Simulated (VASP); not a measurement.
# NaTbBr4 (P4/mmm) in VASP: notebook

Runs on NaTbBr4. Level: PBE. Tasks: single point, relaxation of cell and atoms.

Program: VASP 6.6.1. These are calculated values, not measurements. Logs are shortened: lines on timing, memory, paths and dates and some standing lists are left out, and cuts for length are marked.

**1. The cell of the first run**

It takes space group P4/mmm (No. 123, tetragonal). The conventional cell has a = 7.448 Å, b = 7.448 Å, c = 3.768 Å, α = 90.00°, β = 90.00°, γ = 90.00°. Na (site symmetry 4/mmm) has 4 Br at 2.91 Å and 2 Na at 3.77 Å within 3.8 Å. Within 4.0 Å of Tb (site symmetry 4/mmm) lie 8 Br at 3.02 Å and 2 Tb at 3.77 Å. Within 3.8 Å of Br (site symmetry m2m) lie 1 Na at 2.91 Å and 2 Tb at 3.02 Å and 4 Br at 3.33 to 3.77 Å.

The cell was generated, and may not be a known phase.

**2. Single point, PBE**

INCAR reads:

```
SYSTEM = NaTbBr4
PREC = Accurate ; ENCUT = 500
EDIFF = 1E-6 ; ISMEAR = 0
SIGMA = 0.1 ; LREAL = .False.
LASPH = .True. ; NELM = 200
ALGO = Normal ; ISIF = 2
LWAVE = .False. ; LCHARG = .False.
GGA = PE ; NBANDS = 31
GGA_COMPAT = .False. ; LMAXMIX = 6
```

KPOINTS reads:

```
Automatic mesh
0
Gamma
  2 2 4
  0 0 0
```

POSCAR reads:

```
NaTbBr4
1.0
    7.4480291440      0.0000000000      0.0000000000
    0.0000000000      7.4480291440      0.0000000000
    0.0000000000      0.0000000000      3.7679710802
Na Tb Br
1 1 4
Direct
    0.5000000000      0.5000000000      0.5000000000
    0.0000000000      0.0000000000      0.0000000000
    0.2237821373      0.7762178627      0.5000000000
    0.7762178627      0.2237821373      0.5000000000
    0.2237821373      0.2237821373      0.5000000000
    0.7762178627      0.7762178627      0.5000000000
```

Potentials or basis: VASP PAW PBE potentials, release 64 (Na_pv, Tb_3, Br), 4f in core.

On the command line:

```
> cat potpaw_PBE.64/Na_pv/POTCAR potpaw_PBE.64/Tb_3/POTCAR potpaw_PBE.64/Br/POTCAR > POTCAR
> mpirun -np 1 vasp_std > vasp.out
```

OUTCAR:

```text
SYSTEM = NaTbBr4
   PREC = Accurate
   ENCUT = 500
   EDIFF = 1E-6
   ISMEAR = 0
   LREAL = .False.
   LASPH = .True.
   NELM = 200
   ISIF = 2
   GGA = PE

 ion  position               nearest neighbor table
   1  0.500  0.500  0.500-
   2  0.000  0.000  0.000-   3 3.02   4 3.02   5 3.02   6 3.02   3 3.02   4 3.02   5 3.02   6 3.02

   3  0.224  0.776  0.500-   2 3.02   2 3.02
   4  0.776  0.224  0.500-   2 3.02   2 3.02
   5  0.224  0.224  0.500-   2 3.02   2 3.02
   6  0.776  0.776  0.500-   2 3.02   2 3.02

  LATTYP: Found a simple tetragonal cell.
 ALAT       =     7.4480291440
 C/A-ratio  =     0.5059017637

  Lattice vectors:

 A1 = (   7.4480291440,   0.0000000000,   0.0000000000)
 A2 = (   0.0000000000,   7.4480291440,   0.0000000000)
 A3 = (   0.0000000000,   0.0000000000,   3.7679710802)

Analysis of symmetry for initial positions (statically):
=====================================================================
 Subroutine PRICEL returns:
 Original cell was already a primitive cell.

 Routine SETGRP: Setting up the symmetry group for a
 simple tetragonal supercell.

 Subroutine GETGRP returns: Found 16 space group operations
 (whereof 16 operations were pure point group operations)
 out of a pool of 16 trial point group operations.

The static configuration has the point symmetry D_4h.

Analysis of symmetry for dynamics (positions and initial velocities):
=====================================================================
 Subroutine PRICEL returns:
 Original cell was already a primitive cell.

 Routine SETGRP: Setting up the symmetry group for a
 simple tetragonal supercell.

 Subroutine GETGRP returns: Found 16 space group operations
 (whereof 16 operations were pure point group operations)
 out of a pool of 16 trial point group operations.

The dynamic configuration has the point symmetry D_4h.

 Subroutine INISYM returns: Found 16 space group operations
 (whereof 16 operations are pure point group operations),
 and found     1 'primitive' translations

----------------------------------------------------------------------------------------

                                     Primitive cell

  volume of cell :     209.0212

  direct lattice vectors                    reciprocal lattice vectors
     7.448029144  0.000000000  0.000000000     0.134263707  0.000000000  0.000000000
     0.000000000  7.448029144  0.000000000     0.000000000  0.134263707  0.000000000
     0.000000000  0.000000000  3.767971080     0.000000000  0.000000000  0.265394818

  length of vectors
     7.448029144  7.448029144  3.767971080     0.134263707  0.134263707  0.265394818

  position of ions in fractional coordinates (direct lattice)
     0.500000000  0.500000000  0.500000000
     0.000000000  0.000000000  0.000000000
     0.223782137  0.776217863  0.500000000
     0.776217863  0.223782137  0.500000000
     0.223782137  0.223782137  0.500000000
     0.776217863  0.776217863  0.500000000

  ion indices of the primitive-cell ions
   primitive index   ion index
                 1           1
                 2           2
                 3           3
                 4           4
                 5           5
                 6           6

----------------------------------------------------------------------------------------

 KPOINTS: Automatic mesh

Automatic generation of k-mesh.
 Grid dimensions read from file:
 generate k-points for:    2    2    4

 Generating k-lattice:

  Cartesian coordinates                     Fractional coordinates (reciprocal lattice)
     0.067131853  0.000000000  0.000000000     0.500000000  0.000000000  0.000000000
     0.000000000  0.067131853  0.000000000     0.000000000  0.500000000  0.000000000
     0.000000000  0.000000000  0.066348705     0.000000000  0.000000000  0.250000000

  Length of vectors
     0.067131853  0.067131853  0.066348705

  Shift w.r.t. Gamma in fractional coordinates (k-lattice)
     0.000000000  0.000000000  0.000000000

 Subroutine IBZKPT returns following result:
 ===========================================

 Found      9 irreducible k-points:

 Following reciprocal coordinates:
            Coordinates               Weight
  0.000000  0.000000  0.000000      1.000000
  0.500000  0.000000  0.000000      2.000000
  0.500000  0.500000  0.000000      1.000000
  0.000000  0.000000  0.250000      2.000000
  0.500000  0.000000  0.250000      4.000000
  0.500000  0.500000  0.250000      2.000000
  0.000000  0.000000  0.500000      1.000000
  0.500000  0.000000  0.500000      2.000000
  0.500000  0.500000  0.500000      1.000000
   k-points           NKPTS =      9   k-points in BZ     NKDIM =      9   number of bands    NBANDS=     31
   number of dos      NEDOS =    301   number of ions     NIONS =      6
   total plane-waves  NPLWV =  81648
   dimension x,y,z NGX =    54 NGY =   54 NGZ =   28
   dimension x,y,z NGXF=   108 NGYF=  108 NGZF=   56
   ions per type =               1   1   4
   NGX,Y,Z   is equivalent  to a cutoff of  12.05, 12.05, 12.35 a.u.
   NGXF,Y,Z  is equivalent  to a cutoff of  24.11, 24.11, 24.71 a.u.
 SYSTEM =  NaTbBr4
   PREC   = accura    normal or accurate (medium, high low for compatibility)
   ISTART =      0    job   : 0-new  1-cont  2-samecut
   ICHARG =      2    charge: 1-file 2-atom 10-const
   ISPIN  =      1    spin polarized calculation?
   LNONCOLLINEAR =      F non collinear calculations
   LSORBIT =      F    spin-orbit coupling
   LASPH  =      T    aspherical Exc in radial PAW
   ENCUT  =  500.0 eV  36.75 Ry    6.06 a.u.  13.58 13.58  6.87*2*pi/ulx,y,z
   NELM   =    200;   NELMIN=  2; NELMDL= -5     # of ELM steps
   EDIFF  = 0.1E-05   stopping-criterion for ELM
   LREAL  =      F    real-space projection
[... 7 lines left out ...]
   TEBEG  =    0.0;   TEEND  =   0.0 temperature during run
   PSTRESS=    0.0 pullay stress
   NELECT =      44.0000    total number of electrons
   NUPDOWN=      -1.0000    fix difference up-down
   EMIN   =  10.00;   EMAX   =-10.00  energy-range for DOS
   EFERMI =   0.00;   METHOD = LEGACY
   ISMEAR =     0;   SIGMA  =   0.10  broadening in eV -4-tet -1-fermi 0-gaus
   EFERMI_NEDOS =   21; number of points for ismear=-14 and -15
   IALGO  =     38    algorithm
   IMIX   =      4    mixing-type and parameters
     AMIX     =   0.40;   BMIX     =  1.00
     AMIX_MAG =   1.60;   BMIX_MAG =  1.00
  volume/ion in A,a.u.               =      34.84       235.09
  Fermi-wavevector in a.u.,A,eV,Ry     =   0.973858  1.840325 12.903757  0.948399
  Thomas-Fermi vector in A             =   2.104271
   LORBIT       =      0    0 simple, 1 ext, 2 COOP (PROOUT), +10 PAW based schemes
   GGA     = PE    functional components
   LHFCALC =     F    Hartree Fock is set to
   AEXX    =    0.0000 exact exchange contribution
   IVDW    =     0    specifies the selected vdW correction
   LEPSILON=     F    determine dielectric tensor
   LRPA    =     F    only Hartree local field effects (RPA)
 non-spin polarized calculation
 Gauss-broadening in eV      SIGMA  =   0.10
  energy-cutoff  :      500.00
  volume of cell :      209.02
 maximum number of plane-waves:      5336
   NGX = 27   NGY = 27   NGZ = 13

 number of electron      44.0000008 magnetization

 Free energy of the ion-electron system (eV)
  ---------------------------------------------------
  ext. energy  EPLUGINS =         0.00000000
  ---------------------------------------------------
  free energy    TOTEN  =       -21.70167272 eV

  energy without entropy =      -21.70167272  energy(sigma->0) =      -21.70167272

 E-fermi :   0.5475     XC(G=0):  -7.4826

 val. band max:        0.0516182614   @ k =   0.0000   0.0000   0.5000
 cond. band min:       1.2387460107   @ k =   0.0000   0.0000   0.0000
 fundamental gap:      1.1871277493
 Fermi energy:         0.5475446472

 k-point     1 :       0.0000    0.0000    0.0000
  band No.  band energies     occupation
      1     -23.7874      2.00000
      2     -23.6996      2.00000
      3     -23.6996      2.00000
      4     -22.9362      2.00000
      5     -22.9362      2.00000
      6     -22.8685      2.00000
[... 23 lines left out ...]
     30       6.2607      0.00000
     31       6.2607      0.00000

 k-point     2 :       0.5000    0.0000    0.0000
  band No.  band energies     occupation
      1     -23.7874      2.00000
      2     -23.6996      2.00000
      3     -23.6996      2.00000
      4     -22.9363      2.00000
      5     -22.9362      2.00000
      6     -22.8685      2.00000
[... 23 lines left out ...]
     30       6.5223      0.00000
     31       7.1726      0.00000

 k-point     3 :       0.5000    0.5000    0.0000
  band No.  band energies     occupation
      1     -23.7874      2.00000
      2     -23.6996      2.00000
      3     -23.6996      2.00000
      4     -22.9363      2.00000
      5     -22.9363      2.00000
      6     -22.8685      2.00000
[... 23 lines left out ...]
     30       6.2708      0.00000
     31       6.2708      0.00000

 k-point     4 :       0.0000    0.0000    0.2500
  band No.  band energies     occupation
      1     -23.7948      2.00000
      2     -23.6989      2.00000
      3     -23.6989      2.00000
      4     -22.9971      2.00000
      5     -22.9141      2.00000
      6     -22.9141      2.00000
[... 23 lines left out ...]
     30       6.8356      0.00000
     31       6.9169      0.00000

 k-point     5 :       0.5000    0.0000    0.2500
  band No.  band energies     occupation
      1     -23.7948      2.00000
      2     -23.6989      2.00000
      3     -23.6989      2.00000
      4     -22.9971      2.00000
      5     -22.9142      2.00000
      6     -22.9141      2.00000
[... 23 lines left out ...]
     30       6.4998      0.00000
     31       7.1551      0.00000

 k-point     6 :       0.5000    0.5000    0.2500
  band No.  band energies     occupation
      1     -23.7948      2.00000
      2     -23.6989      2.00000
      3     -23.6989      2.00000
      4     -22.9971      2.00000
      5     -22.9142      2.00000
      6     -22.9142      2.00000
[... 23 lines left out ...]
     30       7.0520      0.00000
     31       7.0520      0.00000

 k-point     7 :       0.0000    0.0000    0.5000
  band No.  band energies     occupation
      1     -23.8022      2.00000
      2     -23.6981      2.00000
      3     -23.6981      2.00000
      4     -23.1213      2.00000
      5     -22.8919      2.00000
      6     -22.8919      2.00000
[... 23 lines left out ...]
     30       6.6478      0.00000
     31       6.6478      0.00000

 k-point     8 :       0.5000    0.0000    0.5000
  band No.  band energies     occupation
      1     -23.8022      2.00000
      2     -23.6982      2.00000
      3     -23.6981      2.00000
      4     -23.1213      2.00000
      5     -22.8919      2.00000
      6     -22.8919      2.00000
[... 23 lines left out ...]
     30       6.7255      0.00000
     31       6.8005      0.00000

 k-point     9 :       0.5000    0.5000    0.5000
  band No.  band energies     occupation
      1     -23.8022      2.00000
      2     -23.6981      2.00000
      3     -23.6981      2.00000
      4     -23.1213      2.00000
      5     -22.8919      2.00000
      6     -22.8919      2.00000
[... 23 lines left out ...]
     30       6.9075      0.00000
     31       6.9075      0.00000

------------------------ aborting loop because EDIFF is reached ----------------------------------------

  FORCE on cell =-STRESS in cart. coord.  units (eV):
  Direction    XX          YY          ZZ          XY          YZ          ZX
  --------------------------------------------------------------------------------------
  -------------------------------------------------------------------------------------
  Total       -0.0023879     -0.0023879     -0.1942312      0.0000000      0.0000000     -0.0000000
  in kB       -0.0183037     -0.0183037     -1.4888100      0.0000000      0.0000000     -0.0000000
  external PRESSURE =      -0.5084725 kB  Pullay stress =       0.0000000 kB

 VOLUME and BASIS-vectors are now :
 -----------------------------------------------------------------------------
  energy-cutoff  :      500.00
  volume of cell :      209.02
      direct lattice vectors                 reciprocal lattice vectors
     7.448029144  0.000000000  0.000000000     0.134263707  0.000000000  0.000000000
     0.000000000  7.448029144  0.000000000     0.000000000  0.134263707  0.000000000
     0.000000000  0.000000000  3.767971080     0.000000000  0.000000000  0.265394818

 POSITION                                       TOTAL-FORCE (eV/Angst)
 -----------------------------------------------------------------------------------
      3.72401      3.72401      1.88399        -0.000000      0.000000      0.000000
      0.00000      0.00000      0.00000        -0.000000      0.000000      0.000000
      1.66674      5.78129      1.88399        -0.004131      0.004131     -0.000000
      5.78129      1.66674      1.88399         0.004131     -0.004131      0.000000
      1.66674      1.66674      1.88399        -0.004131     -0.004131      0.000000
      5.78129      5.78129      1.88399         0.004131      0.004131      0.000000
 -----------------------------------------------------------------------------------
    total drift:                                0.000000      0.000000      0.000000

  FREE ENERGIE OF THE ION-ELECTRON SYSTEM (eV)
  ---------------------------------------------------
  free  energy   TOTEN  =       -21.7016727152 eV

  energy  without entropy=      -21.7016727152  energy(sigma->0) =      -21.70167272
```

Run time: 27 s. Hardware: 1 thread of AMD EPYC 9R45 (Zen 5), shared host; peak memory 0.26 GiB.

What came out:

- Free energy: -21.7017 eV
- Pressure: -0.1 GPa
- Largest force: 0.006 eV/Å
- Band gap on the k mesh: 1.19 eV (least direct gap 1.39 eV)

Forces on the atoms (eV/Å):
```
Na   0.000  0.000  0.000
Tb   0.000  0.000  0.000
Br  -0.004  0.004  0.000
Br   0.004 -0.004  0.000
Br  -0.004 -0.004  0.000
Br   0.004  0.004  0.000
```

Levels at points of the mesh, in eV from the valence-band top:
```tsv
k point	band 19	band 20	band 21	band 22	band 23	band 24	band 25	band 26
(0.00, 0.00, 0.00)	-0.90	-0.90	-0.73	-0.20	1.19	2.87	3.43	4.02
(0.50, 0.00, 0.00)	-1.26	-0.85	-0.78	-0.49	1.45	3.51	3.80	3.83
(0.50, 0.50, 0.00)	-1.52	-1.21	-0.90	-0.83	1.54	3.09	3.75	4.28
(0.00, 0.00, 0.50)	-1.00	-0.73	-0.73	0.00	2.52	3.70	4.44	4.44
(0.50, 0.00, 0.50)	-1.38	-1.33	-0.65	-0.23	2.60	3.95	4.19	4.49
(0.50, 0.50, 0.50)	-1.81	-1.21	-1.21	-0.60	2.68	3.55	4.65	4.66
```

Caveat: the k points lie up to 0.42 Å⁻¹ apart; spin-orbit coupling is left out, which moves the levels of the heavy elements; the 4f electrons are frozen in the core, so they carry no moment and show no levels.

**3. Single point, PBE**

This run uses another cell than the first one, of 37.90 Å³/atom.

INCAR reads:

```
  ALGO = Normal
  EDIFF = 1E-6
  ENCUT = 500
  GGA = PE
  GGA_COMPAT = F
  ISIF = 2
  ISMEAR = 0
  LASPH = T
  LCHARG = F
  LMAXMIX = 6
  LREAL = F
  LWAVE = F
  NBANDS = 31
  NELM = 200
  PREC = Accurate
  SIGMA = 0.1
```

KPOINTS reads:

```
k-points
0
Gamma
  2 2 4
```

POSCAR reads:

```
NaTbBr4
1.0
    7.4826378800      0.0000000000      0.0000000000
    0.0000000000      7.4826378800      0.0000000000
    0.0000000000      0.0000000000      4.0616636100
Na Tb Br
1 1 4
Direct
    0.5000000000      0.5000000000      0.5000000000
    0.0000000000      0.0000000000      0.0000000000
    0.2287781000      0.7712219000      0.5000000000
    0.7712219000      0.2287781000      0.5000000000
    0.2287781000      0.2287781000      0.5000000000
    0.7712219000      0.7712219000      0.5000000000
```

Potentials or basis: VASP PAW PBE potentials, release 64 (Na_pv, Tb_3, Br), 4f in core.

On the command line:

```
> cat potpaw_PBE.64/Na_pv/POTCAR potpaw_PBE.64/Tb_3/POTCAR potpaw_PBE.64/Br/POTCAR > POTCAR
> mpirun -np 1 vasp_std > vasp.out
```

OUTCAR:

```text
EDIFF = 1E-6
   ENCUT = 500
   GGA = PE
   ISIF = 2
   ISMEAR = 0
   LASPH = T
   LREAL = F
   NELM = 200
   PREC = Accurate

 ion  position               nearest neighbor table
   1  0.500  0.500  0.500-
   2  0.000  0.000  0.000-   3 3.16   4 3.16   5 3.16   6 3.16   3 3.16   4 3.16   5 3.16   6 3.16

   3  0.229  0.771  0.500-   2 3.16   2 3.16
   4  0.771  0.229  0.500-   2 3.16   2 3.16
   5  0.229  0.229  0.500-   2 3.16   2 3.16
   6  0.771  0.771  0.500-   2 3.16   2 3.16

[... 495 lines left out ...]
  -------------------------------------------------------------------------------------
  Total       -1.9445138     -1.9445138     -6.4040329      0.0000000     -0.0000000      0.0000000
  in kB      -13.6996103    -13.6996103    -45.1180925      0.0000000     -0.0000000      0.0000000
  external PRESSURE =     -24.1724377 kB  Pullay stress =       0.0000000 kB

 VOLUME and BASIS-vectors are now :
 -----------------------------------------------------------------------------
  energy-cutoff  :      500.00
  volume of cell :      227.41
      direct lattice vectors                 reciprocal lattice vectors
     7.482637880  0.000000000  0.000000000     0.133642709  0.000000000  0.000000000
     0.000000000  7.482637880  0.000000000     0.000000000  0.133642709  0.000000000
     0.000000000  0.000000000  4.061663610     0.000000000  0.000000000  0.246204535

 POSITION                                       TOTAL-FORCE (eV/Angst)
 -----------------------------------------------------------------------------------
      3.74132      3.74132      2.03083         0.000000      0.000000      0.000000
      0.00000      0.00000      0.00000         0.000000      0.000000      0.000000
      1.71186      5.77077      2.03083        -0.414218      0.414218     -0.000000
      5.77077      1.71186      2.03083         0.414218     -0.414218      0.000000
      1.71186      1.71186      2.03083        -0.414218     -0.414218      0.000000
      5.77077      5.77077      2.03083         0.414218      0.414218     -0.000000
 -----------------------------------------------------------------------------------
    total drift:                               -0.000000      0.000000     -0.000000

  FREE ENERGIE OF THE ION-ELECTRON SYSTEM (eV)
  ---------------------------------------------------
  free  energy   TOTEN  =       -21.3651205265 eV

  energy  without entropy=      -21.3651205265  energy(sigma->0) =      -21.36512053
```

stdout:

```text
POSCAR found type information on POSCAR NaTbBr
 POSCAR found :  3 types and       6 ions
 scaLAPACK will be used
 LDA part: xc-table for (Slater+PW92), standard interpolation
 POSCAR, INCAR and KPOINTS ok, starting setup
 FFT: planning ... GRIDC
 FFT: planning ... GRID_SOFT
 FFT: planning ... GRID
 WAVECAR not read
 entering main loop
```

It took 30 s on 1 thread of AMD EPYC 9R45 (Zen 5), shared host; peak memory 0.29 GiB.

What came out:

* Free energy: -21.3651 eV
* Pressure: -2.4 GPa
* Largest force: 0.586 eV/Å
* Band gap on the k mesh: 1.40 eV (least direct gap 1.51 eV)

Forces on the atoms (eV/Å):
```
Na   0.000  0.000  0.000
Tb   0.000  0.000  0.000
Br  -0.414  0.414  0.000
Br   0.414 -0.414  0.000
Br  -0.414 -0.414  0.000
Br   0.414  0.414  0.000
```

Caveat: spin-orbit coupling is left out, which moves the levels of the heavy elements; the 4f electrons are frozen in the core, so they carry no moment and show no levels. Spin polarisation is off, so any magnetic state and its effect on volume and gap are missing.

[end of part 1 of 2]
